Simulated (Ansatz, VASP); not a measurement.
**MgO2: VASP beside Ansatz**

```
Mg O
1.0
     7.72853    0.00000    0.00000
     0.00000    3.81163    0.00000
     0.00000    0.00000    3.81865
Mg O
4 8
Direct
  0.12499 0.25000 0.25034
  0.87501 0.75000 0.74966
  0.37501 0.75000 0.75034
  0.62499 0.25000 0.24966
  0.74982 0.25000 0.74945
  0.25018 0.75000 0.25055
  0.75018 0.75000 0.24945
  0.24982 0.25000 0.75055
  0.00018 0.25000 0.75004
  0.99982 0.75000 0.24996
  0.49982 0.75000 0.25004
  0.50018 0.25000 0.74996
```

Alike in both runs: functional PBEsol; k mesh 2 × 6 × 4; occupations gaussian, width 0.1 eV; collinear spin.

Ansatz relaxed the structure, and its values are those at the end. VASP's run is a single point on that final structure, the one shown.

```csv
,VASP,Ansatz
version,VASP 6.6.1,Ansatz 0.2.0
potentials or method,"VASP PAW PBE potentials, release 64 (Mg, O), cutoff 520 eV","scalar-relativistic, plane waves, PAW"
valence electrons in the cell,56,88
```

|  | VASP | Ansatz | Ansatz less VASP |
| --- | --- | --- | --- |
| gap on the k mesh at the Fermi level (eV) | none | none | - |
| pressure (GPa) | -0.5 | 0.1 | +0.59 |
| rms of the force components (eV/Å) | 0.003 | 0.003 | -0.0002 |
| net moment per atom (μB) | 0.00 | 0.00 | 0.000 |

VASP's potentials were made for PBE, not for PBEsol. A gap of «none» marks a metal or a gap that the smearing closes. With one functional, cell and mesh, what is left measures potentials, basis and numerics. VASP's potentials hold 56 valence electrons a cell and Ansatz's 88, so a difference there can come from the potentials and not from the codes. Ansatz's warnings: cell relax basis refresh, seeded moment not kept.

The k mesh is coarse, so the values compare programs but aren't converged.
